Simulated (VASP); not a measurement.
# Ga3Sb2As (P6_3mc) in VASP: further runs, part 2 of 2

VASP 6.6.1. Earlier steps stand in the parts before.

### Step 3. Single point, PBE

This run uses another cell than the first one, of 27.88 Å³/atom.

INCAR

```
SYSTEM = Ga3Sb2As
PREC = Accurate ; ENCUT = 520
EDIFF = 1E-6 ; ISMEAR = 0
SIGMA = 0.1 ; LREAL = .False.
LASPH = .True. ; NELM = 60
ALGO = Normal ; ISIF = 2
LWAVE = .False. ; LCHARG = .False.
GGA = PE ; NBANDS = 66
```

KPOINTS

```
Automatic mesh
0
Gamma
  6 6 1
  0 0 0
```

POSCAR

```
Ga3Sb2As
1.0
    4.2771331318     -0.0000000031      0.0000000000
   -2.1385665633      3.7041059491      0.0000000000
    0.0000000000      0.0000000000     21.1151886045
Ga Sb As
6 4 2
Direct
    0.3333333333      0.6666666667      0.3398856749
    0.3333333333      0.6666666667      0.6669720269
    0.3333333333      0.6666666667      0.9933788725
    0.6666666667      0.3333333333      0.1669720269
    0.6666666667      0.3333333333      0.4933788725
    0.6666666667      0.3333333333      0.8398856749
    0.3333333333      0.6666666667      0.1214377384
    0.3333333333      0.6666666667      0.7939795848
    0.6666666667      0.3333333333      0.2939795848
    0.6666666667      0.3333333333      0.6214377384
    0.3333333333      0.6666666667      0.4583460924
    0.6666666667      0.3333333333      0.9583460924
```

Potentials or basis: VASP PAW PBE potentials, release 64 (Ga_d, Sb, As).

On the command line:

```sh
cat potpaw_PBE.64/Ga_d/POTCAR potpaw_PBE.64/Sb/POTCAR potpaw_PBE.64/As/POTCAR > POTCAR
mpirun -np 1 vasp_std > vasp.out
```

OUTCAR:

```text
SYSTEM = Ga3Sb2As
   PREC = Accurate
   ENCUT = 520
   EDIFF = 1E-6
   ISMEAR = 0
   LREAL = .False.
   LASPH = .True.
   NELM = 60
   ISIF = 2
   GGA = PE

 ion  position               nearest neighbor table
   1  0.333  0.667  0.340-  11 2.50   9 2.65   9 2.65   9 2.65
   2  0.333  0.667  0.667-  10 2.65  10 2.65  10 2.65   8 2.68
   3  0.333  0.667  0.993-  12 2.58  12 2.58  12 2.58   7 2.70
   4  0.667  0.333  0.167-   7 2.65   7 2.65   7 2.65   9 2.68
   5  0.667  0.333  0.493-  11 2.58  11 2.58  11 2.58  10 2.70
   6  0.667  0.333  0.840-  12 2.50   8 2.65   8 2.65   8 2.65
   7  0.333  0.667  0.121-   4 2.65   4 2.65   4 2.65   3 2.70
   8  0.333  0.667  0.794-   6 2.65   6 2.65   6 2.65   2 2.68
   9  0.667  0.333  0.294-   1 2.65   1 2.65   1 2.65   4 2.68
  10  0.667  0.333  0.621-   2 2.65   2 2.65   2 2.65   5 2.70
  11  0.333  0.667  0.458-   1 2.50   5 2.58   5 2.58   5 2.58
  12  0.667  0.333  0.958-   6 2.50   3 2.58   3 2.58   3 2.58

  LATTYP: Found a hexagonal cell.
 ALAT       =     4.2771331318
 C/A-ratio  =     4.9367620679

  Lattice vectors:

 A1 = (   4.2771331318,  -0.0000000031,   0.0000000000)
[... 671 lines left out ...]

------------------------ aborting loop because EDIFF is reached ----------------------------------------

  FORCE on cell =-STRESS in cart. coord.  units (eV):
  Direction    XX          YY          ZZ          XY          YZ          ZX
  --------------------------------------------------------------------------------------
  -------------------------------------------------------------------------------------
  Total        0.3010691      0.3010691      0.3508023     -0.0000000     -0.0000000      0.0000000
  in kB        1.4419350      1.4419350      1.6801259     -0.0000000     -0.0000000      0.0000000
  external PRESSURE =       1.5213319 kB  Pullay stress =       0.0000000 kB

 VOLUME and BASIS-vectors are now :
 -----------------------------------------------------------------------------
  energy-cutoff  :      520.00
  volume of cell :      334.53
      direct lattice vectors                 reciprocal lattice vectors
     4.277133132 -0.000000003  0.000000000     0.233801467  0.134985340  0.000000000
    -2.138566563  3.704105949  0.000000000     0.000000000  0.269970680  0.000000000
     0.000000000  0.000000000 21.115188604     0.000000000  0.000000000  0.047359274

 POSITION                                       TOTAL-FORCE (eV/Angst)
 -----------------------------------------------------------------------------------
      0.00000      2.46940      7.17675         0.000000     -0.000000     -0.013263
      0.00000      2.46940     14.08324         0.000000     -0.000000     -0.012473
      0.00000      2.46940     20.97538         0.000000     -0.000000      0.004635
      2.13857      1.23470      3.52565        -0.000000      0.000000     -0.012473
      2.13857      1.23470     10.41779        -0.000000      0.000000      0.004635
      2.13857      1.23470     17.73434        -0.000000      0.000000     -0.013263
      0.00000      2.46940      2.56418        -0.000000     -0.000000      0.024502
      0.00000      2.46940     16.76503        -0.000000     -0.000000      0.004803
      2.13857      1.23470      6.20743        -0.000000      0.000000      0.004803
      2.13857      1.23470     13.12178         0.000000      0.000000      0.024502
      0.00000      2.46940      9.67806         0.000000      0.000000     -0.008204
      2.13857      1.23470     20.23566        -0.000000      0.000000     -0.008204
 -----------------------------------------------------------------------------------
    total drift:                               -0.000001     -0.000001      0.001691

  FREE ENERGIE OF THE ION-ELECTRON SYSTEM (eV)
  ---------------------------------------------------
  free  energy   TOTEN  =       -45.4704453499 eV

  energy  without entropy=      -45.4684590985  energy(sigma->0) =      -45.46945222
```

Wall time 6.3 min (1 thread of Intel Xeon 8259CL, shared host); peak memory 0.49 GiB.

What came out:

| Item | Value |
| --- | --- |
| Free energy | -45.4704 eV |
| Pressure | 0.2 GPa |
| Largest force | 0.025 eV/Å |
| Band gap on the k mesh | 0.22 eV |

Forces in eV/Å, atoms in the order of the input:
```
Ga   0.000  0.000 -0.013
Ga   0.000  0.000 -0.012
Ga   0.000  0.000  0.005
Ga   0.000  0.000 -0.012
Ga   0.000  0.000  0.005
Ga   0.000  0.000 -0.013
Sb   0.000  0.000  0.025
Sb   0.000  0.000  0.005
Sb   0.000  0.000  0.005
Sb   0.000  0.000  0.025
As   0.000  0.000 -0.008
As   0.000  0.000 -0.008
```

Levels at points of the mesh, in eV from the valence-band top:
```tsv
k point	band 50	band 51	band 52	band 53	band 54	band 55	band 56	band 57	band 58	band 59
(0.00, 0.00, 0.00)	-0.35	-0.16	-0.06	0.00	0.00	0.22	0.22	0.70	1.06	1.21
(0.50, 0.00, 0.00)	-1.77	-1.60	-1.51	-1.32	-1.02	0.59	0.84	0.96	1.11	1.35
```

Caveat: spin-orbit coupling is left out, which moves the levels of the heavy elements; an odd mesh through Γ misses points on the zone boundary, where band edges can lie.

### Step 4. Relaxation of cell and atoms, PBE

INCAR

```
SYSTEM = Ga3Sb2As
PREC = Accurate
ENCUT = 600
EDIFF = 1E-6
ISMEAR = 0
SIGMA = 0.1
LREAL = .FALSE.
LASPH = .TRUE.
NELM = 80
ALGO = Normal
ISIF = 3
LWAVE = .FALSE.
LCHARG = .FALSE.
GGA = PE
IBRION = 2
NSW = 90
EDIFFG = -0.04
```

KPOINTS

```
regular mesh
0
G
  6 6 1
  0 0 0
```

POSCAR

```
Ga3Sb2As
1.0
    4.0251217500      0.0000000000      0.0000000000
   -2.0125608700      3.4858576900      0.0000000000
    0.0000000000      0.0000000000     19.9143293800
Ga Sb As
6 4 2
Direct
    0.3333333300      0.6666666700      0.3333280300
    0.3333333300      0.6666666700      0.6666613600
    0.3333333300      0.6666666700      0.9999947000
    0.6666666700      0.3333333300      0.1666613600
    0.6666666700      0.3333333300      0.4999947000
    0.6666666700      0.3333333300      0.8333280300
    0.3333333300      0.6666666700      0.1246719700
    0.3333333300      0.6666666700      0.7913386300
    0.6666666700      0.3333333300      0.2913386300
    0.6666666700      0.3333333300      0.6246719700
    0.3333333300      0.6666666700      0.4580053000
    0.6666666700      0.3333333300      0.9580053000
```

On the command line:

```sh
cat potpaw_PBE.64/Ga_d/POTCAR potpaw_PBE.64/Sb/POTCAR potpaw_PBE.64/As/POTCAR > POTCAR
mpirun -np 1 vasp_std > vasp.out
```

Wall time 35 min (1 thread of Intel Xeon 8259CL, shared host); peak memory 0.52 GiB.

The run converged. Its results:

| Item | Value |
| --- | --- |
| Free energy | -45.4656 eV |
| Relaxed volume | 27.94 Å³/atom |
| Relaxed cell | a = 4.282 Å, b = 4.282 Å, c = 21.113 Å, α = 90.00°, β = 90.00°, γ = 120.00° |
| Space group after relaxing (to 0.1 Å) | P6_3mc (No. 186) |
| Energy gained by relaxing | 202.5 meV/atom |
| Ionic steps | 10 |
| Pressure after relaxing | 0.1 GPa |
| Largest force after relaxing | 0.028 eV/Å |
| Band gap on the k mesh | 0.22 eV |

Forces in eV/Å, atoms in the order of the input:
```
Ga   0.000  0.000 -0.002
Ga   0.000  0.000 -0.028
Ga   0.000  0.000 -0.015
Ga   0.000  0.000 -0.028
Ga   0.000  0.000 -0.015
Ga   0.000  0.000 -0.002
Sb   0.000  0.000  0.027
Sb   0.000  0.000  0.008
Sb   0.000  0.000  0.008
Sb   0.000  0.000  0.027
As   0.000  0.000  0.009
As   0.000  0.000  0.009
```

Stress tensor (GPa, compression positive):
```
0.00 0.00 0.00
0.00 0.00 0.00
0.00 0.00 0.16
```

Step by step:
```csv
step,energy change (eV),largest force (eV/Å),pressure (GPa),volume (Å³)
1,0.0000,1.4661,14.20,279.42
2,-1.9018,0.2986,-3.77,371.47
3,-2.3128,0.5198,-0.20,338.19
4,-2.3125,0.5085,-0.35,339.44
5,-2.3646,0.3570,-0.28,338.34
6,-2.4186,0.2416,0.04,335.36
7,-2.4194,0.2401,0.06,335.67
8,-2.4297,0.0878,-0.06,336.02
9,-2.4301,0.0499,-0.07,336.11
10,-2.4304,0.0279,0.05,335.23
```

Final structure:
```
CELL_PARAMETERS angstrom
4.28187 0.00000 0.00000
-2.14094 3.70821 0.00000
0.00000 0.00000 21.11300
ATOMIC_POSITIONS crystal
Ga 0.33333 0.66667 0.33973
Ga 0.33333 0.66667 0.66704
Ga 0.33333 0.66667 0.99347
Ga 0.66667 0.33333 0.16704
Ga 0.66667 0.33333 0.49347
Ga 0.66667 0.33333 0.83973
Sb 0.33333 0.66667 0.12154
Sb 0.33333 0.66667 0.79399
Sb 0.66667 0.33333 0.29399
Sb 0.66667 0.33333 0.62154
As 0.33333 0.66667 0.45824
As 0.66667 0.33333 0.95824
```

Levels at points of the mesh, in eV from the valence-band top:
```tsv
k point	band 51	band 52	band 53	band 54	band 55	band 56	band 57	band 58
(0.00, 0.00, 0.00)	-0.15	-0.04	0.00	0.00	0.22	0.22	0.69	1.04
(0.50, 0.00, 0.00)	-1.59	-1.50	-1.32	-1.01	0.60	0.85	0.97	1.11
```

Caveat: the volume moved by over 15 % at a fixed basis, so the end points are rough; spin-orbit coupling is left out, which moves the levels of the heavy elements; an odd mesh through Γ misses points on the zone boundary, where band edges can lie.

### Step 5. Summary

```csv
task,cell,cutoff (eV),gap on the mesh (eV),pressure (GPa),largest force (eV/Å)
single point,"a = 4.025, b = 4.025, c = 19.914 Å, angles 90.0, 90.0, 120.0°, 12 atoms, atomic positions A",520,0.23,14.2,1.47
single point,"a = 4.277, b = 4.277, c = 21.115 Å, angles 90.0, 90.0, 120.0°, 12 atoms, atomic positions B",520,0.22,0.2,0.02
relaxation of cell and atoms,"relaxed from a = 4.025, b = 4.025, c = 19.914 Å, angles 90.0, 90.0, 120.0°, 12 atoms, atomic positions A",600,0.22,0.1,0.03
```

Alike in all rows: level PBE; potentials or basis VASP PAW PBE potentials, release 64 (Ga_d, Sb, As); no spin polarisation; k mesh 6 × 6 × 1; smearing gaussian 0.1 eV.

Caveats: spin-orbit coupling is left out, which moves the levels of the heavy elements; an odd mesh through Γ misses points on the zone boundary, where band edges can lie; the cell stands under pressure (at least some runs); forces of over 1 eV/Å act on the atoms, so gaps and moduli don't describe the material at rest (at least some runs); the volume moved by over 15 % at a fixed basis, so the end points are rough (at least some runs).

Total energies depend on the potentials used, so only differences within one code and one set of settings carry meaning.
